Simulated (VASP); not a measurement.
Set up this calculation in VASP 6.6.1, as the native input.

- Task: relaxation of cell and atoms
- Functional: PBEsol
- Potentials or basis: VASP PAW PBE potentials, release 64 (B, As)
- Cutoff: 600 eV
- k mesh: 10 × 10 × 10
- Occupations: gaussian, width 0.01 eV
- Spin: no spin polarisation
- Dipole correction: no
- Further INCAR settings: ALGO = Normal; EDIFF = 1e-07; IBRION = 2; EDIFFG = -0.001; NSW = 80; ISIF = 3

The structure of BAs lies in POSCAR:

```
BAs
1.0
    0.0000000000      2.3839379056      2.3839379056
    2.3839379056      0.0000000000      2.3839379056
    2.3839379056      2.3839379056      0.0000000000
B As
1 1
Direct
    0.0000000000      0.0000000000      0.0000000000
    0.7500000000      0.7500000000      0.7500000000
```

The input as run:

INCAR

```
SYSTEM = BAs
PREC = Accurate
ENCUT = 600
EDIFF = 1E-7
ISMEAR = 0
SIGMA = 0.01
LREAL = .FALSE.
LASPH = .TRUE.
NELM = 60
ALGO = Normal
ISIF = 3
LWAVE = .FALSE.
LCHARG = .FALSE.
GGA = PS
IBRION = 2
NSW = 80
EDIFFG = -0.001
```

KPOINTS

```
regular mesh
0
G
  10 10 10
  0 0 0
```

Potentials or basis: VASP PAW PBE potentials, release 64 (B, As).

Command:

```console
$ cat potpaw_PBE.64/B/POTCAR potpaw_PBE.64/As/POTCAR > POTCAR
$ mpirun -np 1 vasp_std > vasp.out
```

It gave:

The relaxed volume is 13.63 Å³/atom. The relaxed cell is a = 3.378 Å, b = 3.378 Å, c = 3.378 Å, α = 60.00°, β = 60.00°, γ = 60.00° and the space group after relaxing (to 0.05 Å) is F-43m (No. 216). The energy gained by relaxing is 0.2 meV/atom and the ionic steps are 3. The pressure after relaxing is 0.0 GPa. The band gap on the k mesh is 1.08 eV, indirect (least direct gap 3.24 eV).

Caveat: the PAW data sets were made with another functional, which shifts forces and pressure a little.

Run time: 12 s on 1 thread of Intel(R) Xeon(R) 6975P-C (Granite Rapids), on a shared host, peak memory 0.16 GiB.
